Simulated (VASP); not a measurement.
Crystal: BiAs (zincblende type).

```
Bi As
1.0
     0.00000    3.35285    3.35285
     3.35285    0.00000    3.35285
     3.35285    3.35285    0.00000
Bi As
1 1
Direct
  0.00000 0.00000 0.00000
  0.25000 0.25000 0.25000
```

Base run:

```yaml
Program: VASP 6.6.1
Functional: PBE
Potentials_or_basis: VASP PAW PBE potentials, release 64 (Bi_d, As)
Cutoff: 520 eV
k_mesh: 10 × 10 × 10
Occupations: fermi-dirac, width 0.03 eV
Spin: no spin polarisation
```

Its results: pressure 0.0 GPa.

Q: The run is repeated on the same cell with these changes: spin from no spin polarisation to non-collinear spin, zero start, spin-orbit coupling; further incar settings from ALGO = Normal; EDIFF = 1e-07; NBANDS = 17 to ALGO = Normal; EDIFF = 1e-08; NBANDS = 32. What comes out?

A: Pressure 0.5 GPa; net moment 0.00 μB per cell.
